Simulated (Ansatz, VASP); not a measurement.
**One calculation of W, two programs**

INCAR

```
SYSTEM = W
PREC     = Accurate       ! precision mode
ENCUT    = 400            ! plane-wave cutoff, eV
EDIFF    = 1E-8           ! SCF threshold, eV
ISMEAR   = -1             ! smearing method
SIGMA    = 0.05           ! smearing width, eV
LREAL    = .FALSE.        ! projectors in reciprocal space
LASPH    = .TRUE.         ! aspherical terms in the spheres
NELM     = 120            ! most SCF steps
ALGO     = Normal         ! electronic algorithm
ISIF     = 2              ! what is computed and relaxed
LWAVE    = .FALSE.        ! write WAVECAR
LCHARG   = .FALSE.        ! write CHGCAR
GGA      = PS             ! functional
LEFG     = .TRUE.       
NBANDS   = 13             ! bands
GGA_COMPAT= .FALSE.
```

Contents of KPOINTS:

```
regular mesh
0
G
  14 14 14
  0 0 0
```

POSCAR

```
W
1.0
    0.0000000000      2.0097000000      2.0300000000
    2.0097000000      0.0000000000      2.0300000000
    2.0097000000      2.0097000000      0.0000000000
W
1
Direct
    0.0000000000      0.0000000000      0.0000000000
```

Input for Ansatz:

```yaml
crystal:
  lattice:
    - [0.0, 2.0097, 2.03]
    - [2.0097, 0.0, 2.03]
    - [2.0097, 2.0097, 0.0]
  atoms:
    - { symbol: W, position: [0.0, 0.0, 0.0] }
kpoints:
  mp_grid: { grid: [14, 14, 14] }
scf:
  occupations: { method: fermi_dirac, width: 0.05 }
hamiltonian:
  xc: pbesol
  pseudopotentials: { kind: all_electron, datasets: crystal }
output:
  forces: true
  stress: true
  eigenvalues: true
  efg: { contact_densities: true }
```

Change from the starting cell: equal xx and yy strain of -1 %, crystal datasets.

Alike in both runs: task electric field gradients; functional PBEsol; k mesh 14 × 14 × 14; occupations fermi-dirac, width 0.05 eV; no spin polarisation.

```csv
,VASP,Ansatz
version,VASP 6.6.1,Ansatz 0.2.0
potentials or method,"VASP PAW PBE potentials, release 64 (W_sv), cutoff 400 eV","all-electron PAW with datasets made for the crystal, scalar-relativistic"
```

```csv
,VASP,Ansatz,Ansatz less VASP
pressure (GPa),-6.9,-7.3,-0.44
"traceless stress, the component that is largest in VASP (GPa)",2.14,2.14,-0.002
size of Vzz on the site where it differs most (V/Å²),5.7,4.5,-1.19
```

VASP's potentials were made for PBE, not for PBEsol. Ansatz ran all-electron here, and VASP with PAW potentials.

Neither program's run includes spin-orbit coupling.
